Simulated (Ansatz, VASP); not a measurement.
# CuI in VASP and in Ansatz

```xyz
4
Lattice="3.7332 -3.7111 0.0000 3.7332 3.7111 0.0000 0.0000 0.0000 4.3070" Properties=species:S:1:pos:R:3 pbc="T T T"
Cu    3.7332    0.5905    3.2302
Cu    3.7332   -0.5905    1.0767
I     3.7332   -2.0043    3.2302
I     3.7332    2.0043    1.0767
```

Alike in both runs: task single point; functional LDA; k mesh 8 × 8 × 10; occupations gaussian, width 0.05 eV; no spin polarisation.

|  | VASP | Ansatz |
| --- | --- | --- |
| version | VASP 6.6.1 | Ansatz 0.2.0 |
| potentials or method | VASP PAW LDA potentials, release 64 (Cu, I), cutoff 520 eV | scalar-relativistic, plane waves, PAW |
| valence electrons in the cell | 36 | 72 |

Ansatz gave:

```
gap on the k mesh at the Fermi level (eV)                     : 0.86
pressure (GPa)                                                : -3.0
traceless stress, the component that is largest in VASP (GPa) : 1.87
rms of the force components (eV/Å)                            : 0.161
```

Problem. Which values does VASP return?

Solution. gap on the k mesh at the Fermi level (eV): 0.90; pressure (GPa): -3.0; traceless stress, the component that is largest in VASP (GPa): 1.77; rms of the force components (eV/Å): 0.155.

LDA's correlation is that of Perdew and Zunger in VASP and of Perdew and Wang (1992) in Ansatz. Atom by atom the forces differ by 0.009 eV/Å (rms over components). VASP's potentials hold 36 valence electrons a cell and Ansatz's 72, so a difference there can come from the potentials and not from the codes.

Spin-orbit coupling is off throughout.
